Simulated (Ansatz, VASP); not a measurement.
One calculation of SnTe, two programs

INCAR

```
SYSTEM = SnTe
PREC = Accurate
ENCUT = 520
EDIFF = 1E-7
ISMEAR = -1
SIGMA = 0.05
LREAL = .False.
LASPH = .True.
NELM = 150
ALGO = Normal
ISIF = 2
LWAVE = .False.
LCHARG = .False.
MAGMOM = 0 0 0 0 0 0
LORBIT = 11
LSORBIT = .True.
GGA_COMPAT = .False.
LORBMOM = .True.
GGA = PE
NBANDS = 32
```

Contents of KPOINTS:

```
regular mesh
0
Gamma
  7 7 7
  0 0 0
```

File POSCAR:

```
SnTe
1.0
    0.0000000000      3.1508500000      3.1508500000
    3.1508500000      0.0000000000      3.1508500000
    3.1508500000      3.1508500000      0.0000000000
Te Sn
1 1
Direct
    0.5000000000      0.5000000000      0.5000000000
    0.0000000000      0.0000000000      0.0000000000
```

The input input.yaml:

```yaml
crystal:
  lattice:
    - [0.0, 3.15085, 3.15085]
    - [3.15085, 0.0, 3.15085]
    - [3.15085, 3.15085, 0.0]
  atoms:
    - { symbol: Te, position: [0.5, 0.5, 0.5] }
    - { symbol: Sn, position: [0.0, 0.0, 0.0] }
hamiltonian:
  xc: pbe
  pseudopotentials: { kind: paw_fr }
magnetization:
  noncollinear: true
  spin_orbit: true
kpoints:
  mp_grid: { grid: [7, 7, 7] }
scf:
  occupations: { method: fermi_dirac, width: 0.05 }
output:
  forces: true
  stress: true
  eigenvalues: true
```

Alike in both runs: task single point; functional PBE; k mesh 7 × 7 × 7; occupations fermi-dirac, width 0.05 eV; non-collinear spin, spin-orbit coupling.

```csv
,VASP,Ansatz
version,VASP 6.6.1,Ansatz 0.2.0
potentials or method,"VASP PAW PBE potentials, release 64 (Te, Sn_d)",Ansatz PAW
plane-wave cutoff (eV),520,420
valence electrons in the cell,20,30
```

```csv
,VASP,Ansatz,Ansatz less VASP
pressure (GPa),2.2,2.2,0.00
net moment per atom (μB),0.00,0.00,0.000
```

VASP's potentials hold 20 valence electrons a cell and Ansatz's 30, so a difference there can come from the potentials and not from the codes.
